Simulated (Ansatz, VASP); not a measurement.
MgZr2N in VASP and in Ansatz

```xyz
4
Lattice="3.9208 0.0000 0.0000 -1.9604 3.3955 0.0000 0.0000 0.0000 4.8204" Properties=species:S:1:pos:R:3 pbc="T T T"
Mg    0.0000    0.0000    0.3015
Zr    0.0000    2.2637    0.5697
Zr    1.9604    1.1318    0.5697
N     0.0000    0.0000    3.3758
```

Alike in both runs: task relaxation of cell and atoms; functional PBE; k mesh 6 × 6 × 4; occupations gaussian, width 0.1 eV; no spin polarisation.

```csv
,VASP,Ansatz
version,VASP 6.6.1,Ansatz 0.2.0
potentials or method,"VASP PAW PBE potentials, release 64 (Mg, Zr_sv, N), cutoff 600 eV","scalar-relativistic, plane waves, PAW"
valence electrons in the cell,31,39
```

VASP gave:

```
gap on the k mesh at the Fermi level, each at its own relaxed structure (eV) : none
relaxed volume (Å³/atom)                                                     : 21.43
relaxed cell length with the largest relative difference (Å)                 : 5.120
```

**Question.** Which values does Ansatz return?

**Answer.** gap on the k mesh at the Fermi level, each at its own relaxed structure (eV): none; relaxed volume (Å³/atom): 17.78; relaxed cell length with the largest relative difference (Å): 4.588.

A gap of «none» marks a metal or a gap that the smearing closes. One of these differences is far larger than is usual between the two programs; its cause wasn't traced. VASP's potentials hold 31 valence electrons a cell and Ansatz's 39, so a difference there can come from the potentials and not from the codes.

Noted on VASP's run: the volume moved by over 15 % at a fixed basis, so the end points are rough.
